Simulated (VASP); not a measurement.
**W: single point with PBE**

Crystal: W.

```
CELL_PARAMETERS angstrom
-1.62347 1.62347 1.62347
1.62347 -1.62347 1.62347
1.62347 1.62347 -1.62347
ATOMIC_POSITIONS crystal
W 0.00000 0.00000 0.00000
```

* Program: VASP 6.6.1
* Task: single point
* Functional: PBE
* Potentials or basis: VASP PAW PBE potentials, release 64 (W_sv)
* Cutoff: 520 eV
* k mesh: 16 × 16 × 16
* Occupations: fermi-dirac, width 0.0612256 eV
* Spin: no spin polarisation

```yaml
Pressure: -15.5 GPa
Band_gap_on_the_k_mesh: zero (band 7 reaches 14.99 eV, above the bottom of band 8 at 9.25 eV)
```

Levels at points of the mesh, in eV from the Fermi level:
```
           k point  band 5  band 6  band 7  band 8  band 9  band 10
(0.00, 0.00, 0.00)   -9.21   -1.12   -1.12   -1.12    2.07     2.07
(0.50, 0.00, 0.00)   -5.80   -3.22    0.45    1.93    2.81     5.48
(0.50, 0.50, 0.50)   -5.25   -5.25    4.62    4.62    4.62     7.66
```

Run time: 38 s on 1 thread of Intel Xeon 8259CL (shared host), peak memory 0.16 GiB.

Caveat: spin-orbit coupling is left out, which moves the levels of the heavy elements.
